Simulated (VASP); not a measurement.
# O2: single point with PBE+D3(BJ)

The system is O2, in a box.

```
CELL_PARAMETERS angstrom
10.00000 0.00000 0.00000
0.00000 10.50000 0.00000
0.00000 0.00000 11.00000
ATOMIC_POSITIONS crystal
O 0.50000 0.50000 0.44459
O 0.50000 0.50000 0.55541
```

```yaml
Program: VASP 6.6.1
Task: single point
Functional: PBE
Dispersion: D3(BJ)
Potentials_or_basis: VASP PAW PBE potentials, release 64 (O_h)
Cutoff: 910 eV
k_mesh: 1 × 1 × 1
Occupations: gaussian, width 0.01 eV
Spin: collinear spin, ferromagnetic start
Starting_moments: "[1.0, 1.0] μB"
```

```
Largest force                                         : 0.009 eV/Å
Gap between the frontier levels                       : 2.32 eV
Net moment                                            : 2.00 μB per cell
Site moments                                          : O +0.62 μB
Valence electrons inside the program's atomic spheres : O 3.31
Dispersion energy per atom                            : -0.004 eV
```

Forces in eV/Å, atoms in the order of the input:
```
O    0.000  0.000  0.009
O    0.000  0.000 -0.009
```

Levels at points of the mesh, in eV from the valence-band top:
Spin up:
```
           k point  band 5  band 6  band 7  band 8  band 9  band 10
(0.00, 0.00, 0.00)   -6.54    0.00    0.00    6.49    7.50     7.75
```
Spin down:
```csv
k point,band 3,band 4,band 5,band 6,band 7,band 8
"(0.00, 0.00, 0.00)",-5.72,-4.68,-4.68,2.32,2.32,6.60
```

Wall time 4.4 min on 1 thread of Intel(R) Xeon(R) 6975P-C (Granite Rapids), with other jobs on the host, peak memory 2.4 GiB.
